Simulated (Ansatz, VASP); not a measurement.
One calculation of RbHg6, two programs

The input INCAR:

```
ALGO = Normal
EDIFF = 1E-7
EDIFFG = -0.01
ENCUT = 500
GGA = PE
GGA_COMPAT = F
IBRION = 2
ISIF = 3
ISMEAR = 0
LASPH = T
LCHARG = F
LREAL = F
LWAVE = F
NELM = 120
NELMIN = 4
NSW = 100
PREC = Accurate
SIGMA = 0.1
```

KPOINTS

```
k-points
0
Gamma
  6 6 6
```

File POSCAR:

```
RbHg6
1.0
    0.0000000000      5.0880842225      5.0880842225
    5.0880842225      0.0000000000      5.0880842225
    5.0880842225      5.0880842225      0.0000000000
Rb Hg
1 6
Direct
    0.0000000000      0.0000000000      0.0000000000
    0.5000000000      0.5000000000      0.0000000000
    0.5000000000      0.0000000000      0.5000000000
    0.0000000000      0.0000000000      0.5000000000
    0.0000000000      0.5000000000      0.0000000000
    0.0000000000      0.5000000000      0.5000000000
    0.5000000000      0.0000000000      0.0000000000
```

Input for Ansatz:

```yaml
crystal:
  lattice:
    - [0.0, 5.0880842225, 5.0880842225]
    - [5.0880842225, 0.0, 5.0880842225]
    - [5.0880842225, 5.0880842225, 0.0]
  atoms:
    - { symbol: Rb, position: [0.0, 0.0, 0.0] }
    - { symbol: Hg, position: [0.5, 0.5, 0.0] }
    - { symbol: Hg, position: [0.5, 0.0, 0.5] }
    - { symbol: Hg, position: [0.0, 0.0, 0.5] }
    - { symbol: Hg, position: [0.0, 0.5, 0.0] }
    - { symbol: Hg, position: [0.0, 0.5, 0.5] }
    - { symbol: Hg, position: [0.5, 0.0, 0.0] }
basis:
  ecutwfc: 420
kpoints:
  mp_grid: { grid: [6, 6, 6] }
hamiltonian:
  xc: pbe
scf:
  occupations: { method: gaussian, width: 0.1 }
output:
  forces: true
  stress: true
  eigenvalues: true
  write_density: true
  write_potential: true
  elf: true
  volumetric_format: npy
relax:
  adjacent_minimum: "off"
  f_tol: 0.01
  max_steps: 80
  cell: { stress_tol: 0.05 }
```

Change from the starting cell: species swapped into the Zn6Mo type (Fm-3m, No. 225).

Alike in both runs: task relaxation of cell and atoms; functional PBE; k mesh 6 × 6 × 6; occupations gaussian, width 0.1 eV; no spin polarisation.

```csv
,VASP,Ansatz
version,VASP 6.6.1,Ansatz 0.2.0
potentials or method,"VASP PAW PBE potentials, release 64 (Rb_sv, Hg_sv_GW), cutoff 500 eV","scalar-relativistic, plane waves, PAW"
valence electrons in the cell,129,129
```

Ansatz gave:

```
gap on the k mesh at the Fermi level, each at its own relaxed structure (eV) : none
relaxed volume (Å³/atom)                                                     : 37.64
relaxed cell length with the largest relative difference (Å)                 : 7.196
```

Question: Which values does VASP return?

Answer: gap on the k mesh at the Fermi level, each at its own relaxed structure (eV): none; relaxed volume (Å³/atom): 35.69; relaxed cell length with the largest relative difference (Å): 7.069.

A gap of «none» marks a metal or a gap that the smearing closes. One of these differences is far larger than is usual between the two programs; its cause wasn't traced.

Spin-orbit coupling is off throughout.
